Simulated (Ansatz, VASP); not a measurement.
**Ge in VASP and in Ansatz**

```
CELL_PARAMETERS angstrom
3.99759 0.00000 0.00000
-1.99879 3.46201 0.00000
0.00000 0.00000 6.59938
ATOMIC_POSITIONS crystal
Ge 0.66667 0.33333 0.06290
Ge 0.33333 0.66667 0.56290
Ge 0.66667 0.33333 0.43710
Ge 0.33333 0.66667 0.93710
```

Alike in both runs: task relaxation of cell and atoms; functional PBEsol; k mesh 6 × 6 × 3; occupations fermi-dirac, width 0.1 eV; no spin polarisation.

|  | VASP | Ansatz |
| --- | --- | --- |
| version | VASP 6.6.1 | Ansatz 0.2.0 |
| potentials or method | VASP PAW PBE potentials, release 64 (Ge_d), cutoff 600 eV | plane waves, PAW |
| valence electrons in the cell | 56 | 56 |

|  | VASP | Ansatz | Ansatz less VASP |
| --- | --- | --- | --- |
| relaxed volume (Å³/atom) | 22.83 | 22.85 | +0.020 |
| relaxed cell length with the largest relative difference (Å) | 4.002 | 4.003 | +0.0014 |

VASP's potentials were made for PBE, not for PBEsol.
